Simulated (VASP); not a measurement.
ScF3, 4 atoms in the cell. It takes space group P4/mmm (No. 123, tetragonal). The conventional cell has a = 4.173 Å, b = 4.173 Å, c = 4.333 Å, α = 90.00°, β = 90.00°, γ = 90.00°. Sc (site symmetry 4/mmm) has 6 F at 2.09 to 2.17 Å within 2.8 Å. F (site symmetry mmm) has 2 Sc at 2.09 Å within 2.8 Å. Within 2.9 Å of F (site symmetry 4/mmm) lie 2 Sc at 2.17 Å.  This cell differs from its parent crystal: strain +0.040 along x and y, +0.080 along z.

| Item | Value |
| --- | --- |
| Program | VASP 6.6.1 |
| Task | single point |
| Functional | r2SCAN |
| Potentials or basis | VASP PAW PBE potentials, release 64 (Sc_sv, F) |
| Cutoff | 520 eV |
| k mesh | 6 × 6 × 6 |
| Occupations | gaussian, width 0.05 eV |
| Spin | no spin polarisation |
| Dipole correction | no |
| Further INCAR settings | ALGO = Normal; EDIFF = 1e-06; NBANDS = 24 |

Potentials or basis: VASP PAW PBE potentials, release 64 (Sc_sv, F).

Launch:

```bash
$ cat potpaw_PBE.64/Sc_sv/POTCAR potpaw_PBE.64/F/POTCAR > POTCAR
$ cp INCAR.step1 INCAR
$ mpirun -np 1 vasp_std > vasp.out
$ cp INCAR.step2 INCAR
$ mpirun -np 1 vasp_std > vasp.out
```

Hardware: 1 thread of AMD EPYC 9R14 (Zen 4), with other jobs on the host.

Q: Estimate the wall time of this run.

A: Wall time 2.4 min on 1 thread of AMD EPYC 9R14 (Zen 4) (shared host), peak memory 0.19 GiB. Counts: k points 40.
